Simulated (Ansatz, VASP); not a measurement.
# One calculation of Pb, two programs

File INCAR:

```
SYSTEM = Pb
PREC = Accurate
ENCUT = 520
EDIFF = 1E-6
ISMEAR = -1
SIGMA = 0.08
LREAL = .False.
LASPH = .True.
NELM = 100
ALGO = Normal
ISIF = 2
LWAVE = .False.
LCHARG = .False.
GGA = PE
NBANDS = 21
```

The input KPOINTS:

```
regular mesh
0
Gamma
  14 14 8
  0 0 0
```

Contents of POSCAR:

```
Pb
1.0
    3.4800006906      0.0000000000      0.0000000000
   -1.7400003453      3.0137690032      0.0000000000
    0.0000000000      0.0000000000      5.5900000000
Pb
2
Direct
    0.3333333333      0.6666666667      0.2500000000
    0.6666666667      0.3333333333      0.7500000000
```

Input for Ansatz:

```yaml
crystal:
  lattice:
    - [3.4800006906, 0.0, 0.0]
    - [-1.7400003453, 3.0137690032, 0.0]
    - [0.0, 0.0, 5.59]
  atoms:
    - { symbol: Pb, position: [0.3333333333, 0.6666666667, 0.25] }
    - { symbol: Pb, position: [0.6666666667, 0.3333333333, 0.75] }
kpoints:
  mp_grid: { grid: [14, 14, 8] }
scf:
  occupations: { method: fermi_dirac, width: 0.08 }
hamiltonian:
  xc: pbe
  pseudopotentials:
    kind: all_electron
    lapw: { basis_error: 0.0005 }
    nuclear_model: point
output:
  forces: true
  stress: true
  eigenvalues: true
```

Alike in both runs: task single point; functional PBE; k mesh 14 × 14 × 8; occupations fermi-dirac, width 0.08 eV; no spin polarisation.

```csv
,VASP,Ansatz
version,VASP 6.6.1,Ansatz 0.2.0
potentials or method,"VASP PAW PBE potentials, release 64 (Pb_d), cutoff 520 eV","all-electron LAPW, scalar-relativistic"
```

```tsv
	VASP	Ansatz	Ansatz less VASP
pressure (GPa)	4.0	4.1	+0.08
traceless stress, the component that is largest in VASP (GPa)	1.27	1.27	-0.001
```

Ansatz ran all-electron here, and VASP with PAW potentials.

Spin-orbit coupling is off throughout.
